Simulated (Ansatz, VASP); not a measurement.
**HfTi3N4: VASP beside Ansatz**

```
CELL_PARAMETERS angstrom
4.34376 0.00000 0.00000
0.00000 4.34376 0.00000
0.00000 0.00000 4.34376
ATOMIC_POSITIONS crystal
Hf 0.00000 0.00000 0.00000
Ti 0.50000 0.00000 0.50000
Ti 0.00000 0.50000 0.50000
Ti 0.50000 0.50000 0.00000
N 0.50000 0.50000 0.50000
N 0.00000 0.50000 0.00000
N 0.50000 0.00000 0.00000
N 0.00000 0.00000 0.50000
```

Alike in both runs: functional PBE; k mesh 10 × 10 × 10; occupations fermi-dirac, width 0.15 eV; no spin polarisation.

Ansatz relaxed the structure, and its values are those at the end. VASP's run is a single point on that final structure, the one shown.

```csv
,VASP,Ansatz
version,VASP 6.6.1,Ansatz 0.2.0
potentials or method,"VASP PAW PBE potentials, release 64 (Hf_pv, Ti_sv, N), cutoff 520 eV","scalar-relativistic, plane waves, PAW"
valence electrons in the cell,66,82
```

|  | VASP | Ansatz | Ansatz less VASP |
| --- | --- | --- | --- |
| gap on the k mesh at the Fermi level (eV) | none | none | - |
| pressure (GPa) | -0.4 | 0.0 | +0.37 |

A gap of «none» marks a metal or a gap that the smearing closes. VASP's potentials hold 66 valence electrons a cell and Ansatz's 82, so a difference there can come from the potentials and not from the codes.

Neither program's run includes spin-orbit coupling.
